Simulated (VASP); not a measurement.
# AlNi (Fm-3m) in VASP: single point with PBEsol

Aim: the single point of AlNi with PBEsol.

Everything below comes from runs of VASP 6.6.1. Logs are shortened: lines on timing, memory, paths and dates and some standing lists are left out, and cuts for length are marked.

## Step 1: The cell of the first run

It takes space group Fm-3m (No. 225, cubic). The conventional cell has a = 4.573 Å, b = 4.573 Å, c = 4.573 Å, α = 90.00°, β = 90.00°, γ = 90.00°. Within 3.0 Å of Al (site symmetry m-3m) lie 6 Ni at 2.29 Å. Within 3.0 Å of Ni (site symmetry m-3m) lie 6 Al at 2.29 Å.

## Step 2: Single point, PBEsol

Contents of INCAR:

```
SYSTEM = AlNi
PREC = Accurate ; ENCUT = 520
EDIFF = 1E-6 ; ISMEAR = 0
SIGMA = 0.15 ; LREAL = .False.
LASPH = .True. ; NELM = 80
ALGO = Normal ; ISIF = 2
LWAVE = .False. ; LCHARG = .True.
GGA = PS ; LELF = .True.
LVHAR = .True. ; NBANDS = 14
```

Contents of KPOINTS:

```
regular mesh
0
Gamma
  18 18 18
  0 0 0
```

Contents of POSCAR:

```
AlNi
1.0
    3.0488682871      0.7622170718      0.7622170718
    0.7622170718      3.0488682871      0.7622170718
    0.7622170718      0.7622170718      3.0488682871
Al Ni
1 1
Direct
    0.0000000000      0.0000000000      0.0000000000
    0.5000000000      0.5000000000      0.5000000000
```

Potentials or basis: VASP PAW PBE potentials, release 64 (Al, Ni).

Started as:

```bash
> cat potpaw_PBE.64/Al/POTCAR potpaw_PBE.64/Ni/POTCAR > POTCAR
> mpirun -np 1 vasp_std > vasp.out
```

OUTCAR:

```text
SYSTEM = AlNi
   PREC = Accurate
   ENCUT = 520
   EDIFF = 1E-6
   ISMEAR = 0
   LREAL = .False.
   LASPH = .True.
   NELM = 80
   ISIF = 2
   GGA = PS

 ion  position               nearest neighbor table
   1  0.000  0.000  0.000-   2 2.29   2 2.29   2 2.29   2 2.29   2 2.29   2 2.29
   2  0.500  0.500  0.500-   1 2.29   1 2.29   1 2.29   1 2.29   1 2.29   1 2.29

  LATTYP: Found a face centered cubic cell.
 ALAT       =     4.5733024307

  Lattice vectors:

 A1 = (   3.0488682871,   0.7622170718,   0.7622170718)
 A2 = (   0.7622170718,   3.0488682871,   0.7622170718)
 A3 = (   0.7622170718,   0.7622170718,   3.0488682871)

Analysis of symmetry for initial positions (statically):
=====================================================================
 Subroutine PRICEL returns:
 Original cell was already a primitive cell.

 Routine SETGRP: Setting up the symmetry group for a
 face centered cubic supercell.

 Subroutine GETGRP returns: Found 48 space group operations
 (whereof 48 operations were pure point group operations)
 out of a pool of 48 trial point group operations.

The static configuration has the point symmetry O_h .

Analysis of symmetry for dynamics (positions and initial velocities):
=====================================================================
 Subroutine PRICEL returns:
 Original cell was already a primitive cell.

 Routine SETGRP: Setting up the symmetry group for a
 face centered cubic supercell.

 Subroutine GETGRP returns: Found 48 space group operations
 (whereof 48 operations were pure point group operations)
 out of a pool of 48 trial point group operations.

The dynamic configuration has the point symmetry O_h .

 Subroutine INISYM returns: Found 48 space group operations
 (whereof 48 operations are pure point group operations),
 and found     1 'primitive' translations

----------------------------------------------------------------------------------------

                                     Primitive cell

  volume of cell :      23.9128

  direct lattice vectors                    reciprocal lattice vectors
     3.048868287  0.762217072  0.762217072     0.364433949 -0.072886790 -0.072886790
     0.762217072  3.048868287  0.762217072    -0.072886790  0.364433949 -0.072886790
     0.762217072  0.762217072  3.048868287    -0.072886790 -0.072886790  0.364433949

  length of vectors
     3.233813161  3.233813161  3.233813161     0.378730870  0.378730870  0.378730870

  position of ions in fractional coordinates (direct lattice)
     0.000000000  0.000000000  0.000000000
     0.500000000  0.500000000  0.500000000

  ion indices of the primitive-cell ions
   primitive index   ion index
                 1           1
                 2           2

----------------------------------------------------------------------------------------

 KPOINTS: regular mesh

Automatic generation of k-mesh.
 Grid dimensions read from file:
 generate k-points for:   18   18   18

 Generating k-lattice:

  Cartesian coordinates                     Fractional coordinates (reciprocal lattice)
     0.020246331 -0.004049266 -0.004049266     0.055555556 -0.000000000 -0.000000000
    -0.004049266  0.020246331 -0.004049266    -0.000000000  0.055555556 -0.000000000
    -0.004049266 -0.004049266  0.020246331    -0.000000000 -0.000000000  0.055555556

  Length of vectors
     0.021040604  0.021040604  0.021040604

  Shift w.r.t. Gamma in fractional coordinates (k-lattice)
     0.000000000  0.000000000  0.000000000

 Subroutine IBZKPT returns following result:
 ===========================================

 Found    195 irreducible k-points:

 Following reciprocal coordinates:
            Coordinates               Weight
  0.000000  0.000000  0.000000      1.000000
  0.055556 -0.000000 -0.000000      8.000000
  0.111111 -0.000000 -0.000000      8.000000
  0.166667  0.000000 -0.000000      8.000000
  0.222222  0.000000  0.000000      8.000000
  0.277778 -0.000000 -0.000000      8.000000
[... 16 lines left out ...]
 -0.277778  0.055556  0.000000     24.000000
 -0.222222  0.055556  0.000000     24.000000
 [... further k-points ...]
   k-points           NKPTS =    195   k-points in BZ     NKDIM =    195   number of bands    NBANDS=     14
   number of dos      NEDOS =    301   number of ions     NIONS =      2
   total plane-waves  NPLWV =  13824
   dimension x,y,z NGX =    24 NGY =   24 NGZ =   24
   dimension x,y,z NGXF=    48 NGYF=   48 NGZF=   48
   ions per type =               1   1
   NGX,Y,Z   is equivalent  to a cutoff of  12.34, 12.34, 12.34 a.u.
   NGXF,Y,Z  is equivalent  to a cutoff of  24.68, 24.68, 24.68 a.u.
 SYSTEM =  AlNi
   PREC   = accura    normal or accurate (medium, high low for compatibility)
   ISTART =      0    job   : 0-new  1-cont  2-samecut
   ICHARG =      2    charge: 1-file 2-atom 10-const
   ISPIN  =      1    spin polarized calculation?
   LNONCOLLINEAR =      F non collinear calculations
   LSORBIT =      F    spin-orbit coupling
   LASPH  =      T    aspherical Exc in radial PAW
   ENCUT  =  520.0 eV  38.22 Ry    6.18 a.u.   6.01  6.01  6.01*2*pi/ulx,y,z
   NELM   =     80;   NELMIN=  2; NELMDL= -5     # of ELM steps
   EDIFF  = 0.1E-05   stopping-criterion for ELM
   LREAL  =      F    real-space projection
   EDIFFG = 0.1E-04   stopping-criterion for IOM
   NSW    =      0    number of steps for IOM
   IBRION =     -1    ionic relax: 0-MD 1-quasi-New 2-CG
   NFREE  =      0    steps in history (QN), initial steepest desc. (CG)
   ISIF   =      2    stress and relaxation
   ISYM   =      2    0-nonsym 1-usesym 2-fastsym
   POTIM  = 0.5000    time-step for ionic-motion
   TEBEG  =    0.0;   TEEND  =   0.0 temperature during run
   PSTRESS=    0.0 pullay stress
   NELECT =      13.0000    total number of electrons
   NUPDOWN=      -1.0000    fix difference up-down
   EMIN   =  10.00;   EMAX   =-10.00  energy-range for DOS
   EFERMI =   0.00;   METHOD = LEGACY
   ISMEAR =     0;   SIGMA  =   0.15  broadening in eV -4-tet -1-fermi 0-gaus
   EFERMI_NEDOS =   21; number of points for ismear=-14 and -15
   IALGO  =     38    algorithm
   IMIX   =      4    mixing-type and parameters
     AMIX     =   0.40;   BMIX     =  1.00
     AMIX_MAG =   1.60;   BMIX_MAG =  1.00
  volume/ion in A,a.u.               =      11.96        80.69
  Fermi-wavevector in a.u.,A,eV,Ry     =   1.336122  2.524904 24.289410  1.785221
  Thomas-Fermi vector in A             =   2.464773
   LORBIT       =      0    0 simple, 1 ext, 2 COOP (PROOUT), +10 PAW based schemes
   GGA     = PS    functional components
   LHFCALC =     F    Hartree Fock is set to
   AEXX    =    0.0000 exact exchange contribution
   IVDW    =     0    specifies the selected vdW correction
   LEPSILON=     F    determine dielectric tensor
   LRPA    =     F    only Hartree local field effects (RPA)
 non-spin polarized calculation
 Gauss-broadening in eV      SIGMA  =   0.15
  energy-cutoff  :      520.00
  volume of cell :       23.91
 maximum number of plane-waves:       657
   NGX = 13   NGY = 13   NGZ = 13

 number of electron      12.9999989 magnetization

 Free energy of the ion-electron system (eV)
  ---------------------------------------------------
  ext. energy  EPLUGINS =         0.00000000
  ---------------------------------------------------
  free energy    TOTEN  =       -10.00158312 eV

  energy without entropy =       -9.99483365  energy(sigma->0) =       -9.99820839

 E-fermi :   9.9187     XC(G=0): -12.0961

 val. band max:        9.8780244728   @ k =   0.5000   0.3333  -0.0000
 cond. band min:       9.9242691440   @ k =  -0.3333   0.1111   0.0000
 fundamental gap:      0.0462446713
 Fermi energy:         9.9186897821

 k-point     1 :       0.0000    0.0000    0.0000
  band No.  band energies     occupation
      1      -1.1665      2.00000
      2       7.2233      2.00000
      3       7.2233      2.00000
      4       7.2233      2.00000
      5       7.3373      2.00000
      6       7.3373      2.00000
      7      17.7668      0.00000
      8      17.7668      0.00000
      9      17.7668      0.00000
     10      21.2182      0.00000
     11      21.2182      0.00000
     12      21.2182      0.00000
     13      21.9043      0.00000
     14      26.2737      0.00000

 k-point     2 :       0.0556   -0.0000   -0.0000
  band No.  band energies     occupation
      1      -1.0985      2.00000
      2       7.1962      2.00000
      3       7.2353      2.00000
      4       7.2353      2.00000
      5       7.3309      2.00000
      6       7.3309      2.00000
      7      17.2041      0.00000
      8      17.7193      0.00000
      9      17.7193      0.00000
     10      20.7540      0.00000
     11      21.3541      0.00000
     12      21.3541      0.00000
     13      22.8876      0.00000
     14      25.2486      0.00000

 k-point     3 :       0.1111   -0.0000   -0.0000
  band No.  band energies     occupation
      1      -0.8950      2.00000
      2       7.1153      2.00000
      3       7.2286      2.00000
      4       7.2286      2.00000
      5       7.3554      2.00000
      6       7.3554      2.00000
      7      15.9204      0.00000
      8      17.6000      0.00000
      9      17.6000      0.00000
     10      20.4567      0.00000
     11      21.7060      0.00000
     12      21.7060      0.00000
     13      24.0880      0.00000
     14      24.0892      0.00000
[... 324 lines left out ...]
 k-point    23 :      -0.2778    0.0556    0.0000
  band No.  band energies     occupation
      1       0.7752      2.00000
      2       6.3833      2.00000
      3       6.9478      2.00000
      4       6.9543      2.00000
      5       7.7318      2.00000
      6       7.8445      2.00000
      7      11.2064      0.00000
      8      15.9606      0.00000
      9      18.0853      0.00000
     10      19.6934      0.00000
     11      19.9441      0.00000
     12      21.1226      0.00000
     13      24.0669      0.00000
     14      24.9555      0.00000

 k-point    24 :      -0.2222    0.0556    0.0000
  band No.  band energies     occupation
      1       0.1486      2.00000
      2       6.6948      2.00000
      3       7.0376      2.00000
      4       7.0428      2.00000
      5       7.5820      2.00000
      6       7.6947      2.00000
      7      12.5079      0.00000
      8      16.0833      0.00000
      9      18.2174      0.00000
     10      20.2582      0.00000
     11      20.4315      0.00000
     12      21.5610      0.00000
     13      23.1043      0.00000
     14      24.6587      0.00000

 [... further k-points ...]
[... 5 lines left out ...]
  --------------------------------------------------------------------------------------
  -------------------------------------------------------------------------------------
  Total        3.5752869      3.5752869      3.5752869      0.0000000      0.0000000      0.0000000
  in kB      239.5475338    239.5475338    239.5475338      0.0000000      0.0000000      0.0000000
  external PRESSURE =     239.5475338 kB  Pullay stress =       0.0000000 kB

 VOLUME and BASIS-vectors are now :
 -----------------------------------------------------------------------------
  energy-cutoff  :      520.00
  volume of cell :       23.91
      direct lattice vectors                 reciprocal lattice vectors
     3.048868287  0.762217072  0.762217072     0.364433949 -0.072886790 -0.072886790
     0.762217072  3.048868287  0.762217072    -0.072886790  0.364433949 -0.072886790
     0.762217072  0.762217072  3.048868287    -0.072886790 -0.072886790  0.364433949

 POSITION                                       TOTAL-FORCE (eV/Angst)
 -----------------------------------------------------------------------------------
      0.00000      0.00000      0.00000        -0.000000     -0.000000     -0.000000
      2.28665      2.28665      2.28665         0.000000      0.000000      0.000000
 -----------------------------------------------------------------------------------
    total drift:                                0.000000      0.000000     -0.000000

  FREE ENERGIE OF THE ION-ELECTRON SYSTEM (eV)
  ---------------------------------------------------
  free  energy   TOTEN  =       -10.0015831248 eV

  energy  without entropy=       -9.9948336531  energy(sigma->0) =       -9.99820839
```

Wall time 83 s (1 thread of AMD EPYC 7R43 (Zen 3), shared host); peak memory 0.15 GiB.

Results:

```yaml
Free_energy: -10.0016 eV
Pressure: 24.0 GPa
```

Levels at points of the mesh, in eV from the Fermi level:
```tsv
k point	band 3	band 4	band 5	band 6	band 7	band 8	band 9	band 10
(0.00, 0.00, 0.00)	-2.70	-2.70	-2.58	-2.58	7.85	7.85	7.85	11.30
(0.50, 0.00, 0.00)	-3.14	-3.14	-1.80	-1.80	-0.93	7.08	7.08	9.16
(0.50, 0.50, 0.00)	-3.75	-2.19	-1.60	-1.60	-0.26	1.84	1.84	6.82
```

Caveat: the PAW data sets were made with another functional, which shifts forces and pressure a little.
